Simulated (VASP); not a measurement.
# NbAs (I4_1md) in VASP: further runs

Aim: see how the results for NbAs move with the level of theory and the settings. Levels: LDA, PBE. Tasks: single point.

Program: VASP 6.6.1. These are calculated values, not measurements. Logs are shortened: lines on timing, memory, paths and dates and some standing lists are left out, and cuts for length are marked.

### 1 The cell of the first run

Symmetry: I4_1md, No. 109, tetragonal system. Conventional cell: a = 3.452 Å, b = 3.452 Å, c = 11.680 Å, α = 90.00°, β = 90.00°, γ = 90.00°. Nb (site symmetry 2mm) has 6 As at 2.60 to 2.63 Å and 4 Nb at 3.39 Å within 3.4 Å. Within 3.4 Å of As (site symmetry 2mm) lie 6 Nb at 2.60 to 2.63 Å and 4 As at 3.39 Å.

### 2 Single point, LDA

File INCAR:

```
  PREC = Accurate
  ENCUT = 500
  EDIFF = 1E-6
  ISMEAR = -1
  SIGMA = 0.025
  LREAL = F
  LASPH = T
  NELM = 120
  ALGO = Normal
  ISIF = 2
  LWAVE = F
  LCHARG = F
  GGA = CA
  NBANDS = 26
  GGA_COMPAT = F
```

File KPOINTS:

```
Automatic mesh
0
Gamma
  2 2 2
```

File POSCAR:

```
NbAs
1.0
   -1.7258500000      1.7258500000      5.8400000000
    1.7258500000     -1.7258500000      5.8400000000
    1.7258500000      1.7258500000     -5.8400000000
Nb As
2 2
Direct
    0.7500000000      0.7500000000      0.0000000000
    0.5000000000      0.0000000000      0.5000000000
    0.1660000000      0.1660000000      0.0000000000
    0.9160000000      0.4160000000      0.5000000000
```

Potentials or basis: VASP PAW LDA potentials, release 64 (Nb_sv, As).

The run is started by

```
> cat potpaw_LDA.64/Nb_sv/POTCAR potpaw_LDA.64/As/POTCAR > POTCAR
> mpirun -np 1 vasp_std > vasp.out
```

OUTCAR:

```text
PREC = Accurate
   ENCUT = 500
   EDIFF = 1E-6
   ISMEAR = -1
   LREAL = F
   LASPH = T
   NELM = 120
   ISIF = 2
   GGA = CA

 ion  position               nearest neighbor table
   1  0.750  0.750  0.000-   4 2.60   4 2.60   3 2.63   3 2.63   3 2.63   3 2.63
   2  0.500  0.000  0.500-   3 2.60   3 2.60   4 2.63   4 2.63   4 2.63   4 2.63
   3  0.166  0.166  0.000-   2 2.60   2 2.60   1 2.63   1 2.63   1 2.63   1 2.63
   4  0.916  0.416  0.500-   1 2.60   1 2.60   2 2.63   2 2.63   2 2.63   2 2.63

  LATTYP: Found a body centered tetragonal cell.
 ALAT       =     3.4517000000
 C/A-ratio  =     3.3838398470

  Lattice vectors:

 A1 = (  -1.7258500000,   1.7258500000,   5.8400000000)
 A2 = (   1.7258500000,  -1.7258500000,   5.8400000000)
 A3 = (   1.7258500000,   1.7258500000,  -5.8400000000)

Analysis of symmetry for initial positions (statically):
=====================================================================
 Subroutine PRICEL returns:
 Original cell was already a primitive cell.

 Routine SETGRP: Setting up the symmetry group for a
 body centered tetragonal supercell.

 Subroutine GETGRP returns: Found  8 space group operations
 (whereof  4 operations were pure point group operations)
 out of a pool of 16 trial point group operations.

The static configuration has the point symmetry C_2v.
 The point group associated with its full space group is C_4v.

Analysis of symmetry for dynamics (positions and initial velocities):
=====================================================================
 Subroutine PRICEL returns:
 Original cell was already a primitive cell.

 Routine SETGRP: Setting up the symmetry group for a
 body centered tetragonal supercell.

 Subroutine GETGRP returns: Found  8 space group operations
 (whereof  4 operations were pure point group operations)
 out of a pool of 16 trial point group operations.

The dynamic configuration has the point symmetry C_2v.
 The point group associated with its full space group is C_4v.

 Subroutine INISYM returns: Found  8 space group operations
 (whereof  4 operations are pure point group operations),
 and found     1 'primitive' translations

----------------------------------------------------------------------------------------

                                     Primitive cell

  volume of cell :      69.5791

  direct lattice vectors                    reciprocal lattice vectors
[... 69 lines left out ...]
   NELM   =    120;   NELMIN=  2; NELMDL= -5     # of ELM steps
   EDIFF  = 0.1E-05   stopping-criterion for ELM
   LREAL  =      F    real-space projection
   EDIFFG = 0.1E-04   stopping-criterion for IOM
   NSW    =      0    number of steps for IOM
   IBRION =     -1    ionic relax: 0-MD 1-quasi-New 2-CG
   NFREE  =      0    steps in history (QN), initial steepest desc. (CG)
   ISIF   =      2    stress and relaxation
   ISYM   =      2    0-nonsym 1-usesym 2-fastsym
   POTIM  = 0.5000    time-step for ionic-motion
   TEBEG  =    0.0;   TEEND  =   0.0 temperature during run
   PSTRESS=    0.0 pullay stress
   NELECT =      36.0000    total number of electrons
   NUPDOWN=      -1.0000    fix difference up-down
   EMIN   =  10.00;   EMAX   =-10.00  energy-range for DOS
   EFERMI =   0.00;   METHOD = LEGACY
   ISMEAR =    -1;   SIGMA  =   0.03  broadening in eV -4-tet -1-fermi 0-gaus
   EFERMI_NEDOS =   21; number of points for ismear=-14 and -15
   IALGO  =     38    algorithm
   IMIX   =      4    mixing-type and parameters
     AMIX     =   0.40;   BMIX     =  1.00
     AMIX_MAG =   1.60;   BMIX_MAG =  1.00
  volume/ion in A,a.u.               =      17.39       117.39
  Fermi-wavevector in a.u.,A,eV,Ry     =   1.314264  2.483599 23.501213  1.727290
  Thomas-Fermi vector in A             =   2.444529
   LORBIT       =      0    0 simple, 1 ext, 2 COOP (PROOUT), +10 PAW based schemes
   GGA     = CA    functional components
   LHFCALC =     F    Hartree Fock is set to
   AEXX    =    0.0000 exact exchange contribution
   IVDW    =     0    specifies the selected vdW correction
   LEPSILON=     F    determine dielectric tensor
   LRPA    =     F    only Hartree local field effects (RPA)
 non-spin polarized calculation
  energy-cutoff  :      500.00
  volume of cell :       69.58
 maximum number of plane-waves:      1785
 NGX is ok and might be reduce to    48
   NGX = 23   NGY = 23   NGZ = 23

 number of electron      35.9999999 magnetization

 Free energy of the ion-electron system (eV)
  ---------------------------------------------------
  ext. energy  EPLUGINS =         0.00000000
  ---------------------------------------------------
  free energy    TOTEN  =       -35.35112812 eV

  energy without entropy =      -35.31860342  energy(sigma->0) =      -35.33486577

 E-fermi :   9.5431     XC(G=0): -12.0152

 val. band max:        9.5282037913   @ k =   0.5000  -0.0000   0.0000
 cond. band min:       9.5580578939   @ k =   0.5000  -0.0000   0.0000
 fundamental gap:      0.0298541026
 Fermi energy:         9.5431308439

 k-point     1 :       0.0000    0.0000    0.0000
  band No.  band energies     occupation
      1     -45.3747      2.00000
      2     -45.3457      2.00000
      3     -21.6882      2.00000
      4     -21.6429      2.00000
      5     -21.6429      2.00000
      6     -21.5532      2.00000
[... 105 lines left out ...]
     25      14.3811      0.00000
     26      14.3811      0.00000

------------------------ aborting loop because EDIFF is reached ----------------------------------------

  FORCE on cell =-STRESS in cart. coord.  units (eV):
  Direction    XX          YY          ZZ          XY          YZ          ZX
  --------------------------------------------------------------------------------------
  -------------------------------------------------------------------------------------
  Total       -1.8053387     -1.8053387      1.0074774      0.0000000      0.0000000      0.0000000
  in kB      -41.5709872    -41.5709872     23.1988776      0.0000000      0.0000000      0.0000000
  external PRESSURE =     -19.9810323 kB  Pullay stress =       0.0000000 kB

 VOLUME and BASIS-vectors are now :
 -----------------------------------------------------------------------------
  energy-cutoff  :      500.00
  volume of cell :       69.58
      direct lattice vectors                 reciprocal lattice vectors
    -1.725850000  1.725850000  5.840000000     0.000000000  0.289712316  0.085616438
     1.725850000 -1.725850000  5.840000000     0.289712316  0.000000000  0.085616438
     1.725850000  1.725850000 -5.840000000     0.289712316  0.289712316  0.000000000

 POSITION                                       TOTAL-FORCE (eV/Angst)
 -----------------------------------------------------------------------------------
      0.00000      0.00000      8.76000         0.000000     -0.000000     -0.054289
      0.00000      1.72585      0.00000        -0.000000      0.000000     -0.054289
      0.00000      0.00000      1.93888         0.000000     -0.000000      0.054289
      0.00000      1.72585      4.85888        -0.000000      0.000000      0.054289
 -----------------------------------------------------------------------------------
    total drift:                               -0.000000     -0.000000      0.000382

  FREE ENERGIE OF THE ION-ELECTRON SYSTEM (eV)
  ---------------------------------------------------
  free  energy   TOTEN  =       -35.3511281216 eV

  energy  without entropy=      -35.3186034152  energy(sigma->0) =      -35.33486577
```

stdout:

```text
POSCAR found type information on POSCAR NbAs
 POSCAR found :  2 types and       4 ions
 scaLAPACK will be used
 LDA part: xc-table for (Slater(with rela. corr.)+CA(PZ))
 , standard interpolation
 POSCAR, INCAR and KPOINTS ok, starting setup
 FFT: planning ... GRIDC
 FFT: planning ... GRID_SOFT
 FFT: planning ... GRID
 WAVECAR not read
 entering main loop
```

Wall time 22 s (1 thread of Intel Xeon Platinum 8259CL at 2.50GHz (Skylake/Cascade Lake), shared host); peak memory 0.23 GiB.

What came out:

```
Free energy            : -35.3511 eV
Pressure               : -2.0 GPa
Largest force          : 0.054 eV/Å
Band gap on the k mesh : 0.03 eV, direct
```

Forces in eV/Å, atoms in the order of the input:
```
Nb   0.000  0.000 -0.054
Nb   0.000  0.000 -0.054
As   0.000  0.000  0.054
As   0.000  0.000  0.054
```

Levels at points of the mesh, in eV from the valence-band top:
```csv
k point,band 16,band 17,band 18,band 19,band 20,band 21
"(0.00, 0.00, 0.00)",-1.66,-1.34,-1.34,0.64,1.20,2.43
"(0.50, 0.00, 0.00)",-1.79,-1.44,0.00,0.03,1.13,2.06
"(0.50, 0.50, 0.00)",-2.74,-0.57,-0.57,2.31,2.31,2.64
"(0.50, 0.50, 0.50)",-2.55,-0.41,-0.41,0.90,0.90,1.87
```

Caveat: the k points lie up to 1.29 Å⁻¹ apart.

### 3 Single point, PBE

File INCAR:

```
PREC     = Accurate       # precision mode
ENCUT    = 500            # plane-wave cutoff, eV
EDIFF    = 1E-6           # SCF threshold, eV
ISMEAR   = 0              # smearing method
SIGMA    = 0.1            # smearing width, eV
LREAL    = False          # projectors in reciprocal space
LASPH    = True           # aspherical terms in the spheres
NELM     = 120            # most SCF steps
ALGO     = Normal         # electronic algorithm
ISIF     = 2              # what is computed and relaxed
LWAVE    = False          # write WAVECAR
LCHARG   = False          # write CHGCAR
GGA      = PE             # functional
NBANDS   = 26             # bands
GGA_COMPAT= False
```

KPOINTS is that of step 2.

POSCAR is that of step 2.

Potentials or basis: VASP PAW PBE potentials, release 64 (Nb_sv, As).

The run is started by

```
> cat potpaw_PBE.64/Nb_sv/POTCAR potpaw_PBE.64/As/POTCAR > POTCAR
> mpirun -np 1 vasp_std > vasp.out
```

OUTCAR:

```text
PREC = Accurate
   ENCUT = 500
   EDIFF = 1E-6
   ISMEAR = 0
   LREAL = False
   LASPH = True
   NELM = 120
   ISIF = 2
   GGA = PE

 ion  position               nearest neighbor table
   1  0.750  0.750  0.000-   4 2.60   4 2.60   3 2.63   3 2.63   3 2.63   3 2.63
   2  0.500  0.000  0.500-   3 2.60   3 2.60   4 2.63   4 2.63   4 2.63   4 2.63
   3  0.166  0.166  0.000-   2 2.60   2 2.60   1 2.63   1 2.63   1 2.63   1 2.63
   4  0.916  0.416  0.500-   1 2.60   1 2.60   2 2.63   2 2.63   2 2.63   2 2.63

  LATTYP: Found a body centered tetragonal cell.
 ALAT       =     3.4517000000
 C/A-ratio  =     3.3838398470

  Lattice vectors:

 A1 = (  -1.7258500000,   1.7258500000,   5.8400000000)
 A2 = (   1.7258500000,  -1.7258500000,   5.8400000000)
 A3 = (   1.7258500000,   1.7258500000,  -5.8400000000)

Analysis of symmetry for initial positions (statically):
=====================================================================
 Subroutine PRICEL returns:
 Original cell was already a primitive cell.

 Routine SETGRP: Setting up the symmetry group for a
 body centered tetragonal supercell.

[... 151 lines left out ...]

 E-fermi :   9.6297     XC(G=0): -11.8449

 val. band max:        9.6105608376   @ k =   0.5000  -0.0000   0.0000
 cond. band min:       9.6488472085   @ k =   0.5000  -0.0000   0.0000
 fundamental gap:      0.0382863709
 Fermi energy:         9.6297040231

 k-point     1 :       0.0000    0.0000    0.0000
  band No.  band energies     occupation
      1     -45.6057      2.00000
      2     -45.5775      2.00000
      3     -21.7537      2.00000
      4     -21.7039      2.00000
      5     -21.7039      2.00000
      6     -21.6187      2.00000
[... 105 lines left out ...]
     25      14.4712      0.00000
     26      14.4712      0.00000

------------------------ aborting loop because EDIFF is reached ----------------------------------------

  FORCE on cell =-STRESS in cart. coord.  units (eV):
  Direction    XX          YY          ZZ          XY          YZ          ZX
  --------------------------------------------------------------------------------------
  -------------------------------------------------------------------------------------
  Total        2.1964438      2.1964438      4.1325032      0.0000000      0.0000000      0.0000000
  in kB       50.5768465     50.5768465     95.1578999      0.0000000      0.0000000      0.0000000
  external PRESSURE =      65.4371977 kB  Pullay stress =       0.0000000 kB

 VOLUME and BASIS-vectors are now :
 -----------------------------------------------------------------------------
  energy-cutoff  :      500.00
  volume of cell :       69.58
      direct lattice vectors                 reciprocal lattice vectors
    -1.725850000  1.725850000  5.840000000     0.000000000  0.289712316  0.085616438
     1.725850000 -1.725850000  5.840000000     0.289712316  0.000000000  0.085616438
     1.725850000  1.725850000 -5.840000000     0.289712316  0.289712316  0.000000000

 POSITION                                       TOTAL-FORCE (eV/Angst)
 -----------------------------------------------------------------------------------
      0.00000      0.00000      8.76000         0.000000      0.000000     -0.057795
      0.00000      1.72585      0.00000        -0.000000     -0.000000     -0.057795
      0.00000      0.00000      1.93888         0.000000     -0.000000      0.057795
      0.00000      1.72585      4.85888        -0.000000      0.000000      0.057795
 -----------------------------------------------------------------------------------
    total drift:                               -0.000000     -0.000000      0.000217

  FREE ENERGIE OF THE ION-ELECTRON SYSTEM (eV)
  ---------------------------------------------------
  free  energy   TOTEN  =       -31.5492176996 eV

  energy  without entropy=      -31.4948288540  energy(sigma->0) =      -31.52202328
```

OSZICAR:

```text
N       E                     dE             d eps       ncg     rms          rms(c)
DAV:   1     0.333807221243E+03    0.33381E+03   -0.18356E+04   208   0.132E+03
DAV:   2    -0.501198649294E+01   -0.33882E+03   -0.32900E+03   250   0.481E+02
DAV:   3    -0.328711353819E+02   -0.27859E+02   -0.27562E+02   392   0.104E+02
DAV:   4    -0.338637591044E+02   -0.99262E+00   -0.98519E+00   280   0.179E+01
DAV:   5    -0.339271640968E+02   -0.63405E-01   -0.63331E-01   368   0.430E+00    0.114E+01
DAV:   6    -0.315613913633E+02    0.23658E+01   -0.86947E+00   320   0.194E+01    0.308E+00
DAV:   7    -0.315573018648E+02    0.40895E-02   -0.57551E-01   296   0.420E+00    0.203E+00
DAV:   8    -0.315484375062E+02    0.88644E-02   -0.55813E-02   336   0.162E+00    0.532E-01
DAV:   9    -0.315490381680E+02   -0.60066E-03   -0.59121E-03   296   0.561E-01    0.200E-01
DAV:  10    -0.315491986538E+02   -0.16049E-03   -0.74347E-04   312   0.213E-01    0.471E-02
DAV:  11    -0.315492249125E+02   -0.26259E-04   -0.57070E-05   248   0.690E-02    0.131E-02
DAV:  12    -0.315492181166E+02    0.67959E-05   -0.76345E-06   320   0.247E-02    0.484E-03
DAV:  13    -0.315492176996E+02    0.41695E-06   -0.28855E-07   168   0.508E-03
   1 F= -.31549218E+02 E0= -.31522023E+02  d E =-.543888E-01
```

stdout:

```text
POSCAR found type information on POSCAR NbAs
 POSCAR found :  2 types and       4 ions
 scaLAPACK will be used
 LDA part: xc-table for (Slater+PW92), standard interpolation
 POSCAR, INCAR and KPOINTS ok, starting setup
 FFT: planning ... GRIDC
 FFT: planning ... GRID_SOFT
 FFT: planning ... GRID
 WAVECAR not read
 entering main loop
```

It took 24 s on 1 thread of Intel Xeon Platinum 8259CL at 2.50GHz (Skylake/Cascade Lake), shared host; peak memory 0.3 GiB.

Results:

| Item | Value |
| --- | --- |
| Free energy | -31.5492 eV |
| Pressure | 6.5 GPa |
| Largest force | 0.058 eV/Å |
| Band gap on the k mesh | 0.04 eV, direct |

Forces in eV/Å, atoms in the order of the input:
```
Nb   0.000  0.000 -0.058
Nb   0.000  0.000 -0.058
As   0.000  0.000  0.058
As   0.000  0.000  0.058
```

Caveat: the k points lie up to 1.29 Å⁻¹ apart. A k mesh can miss the band edges.
